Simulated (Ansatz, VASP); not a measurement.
# Two plane-wave programs on RbBr

```
CELL_PARAMETERS angstrom
-0.03773 3.86950 3.86950
3.86950 -0.03773 3.86950
3.83177 3.83177 0.00000
ATOMIC_POSITIONS crystal
Rb 0.99781 0.99781 0.00219
Br 0.25219 0.25219 0.24781
```

Change from the starting cell: shear_xy strain -1.9%.

Alike in both runs: task single point; functional r2SCAN; k mesh 6 × 6 × 6; no spin polarisation.

|  | VASP | Ansatz |
| --- | --- | --- |
| version | VASP 6.6.1 | Ansatz 0.2.0 |
| potentials or method | VASP PAW PBE potentials, release 64 (Rb_sv, Br) | plane waves, PAW |
| plane-wave cutoff (eV) | 520 | 500 |
| occupations | gaussian, width 0.01 eV | fixed |
| valence electrons in the cell | 16 | 16 |

```csv
,VASP,Ansatz,Ansatz less VASP
gap on the k mesh at the Fermi level (eV),4.64,4.64,0.000
pressure (GPa),0.0,0.0,-0.01
```

VASP's potentials were made for PBE, not for r2SCAN.
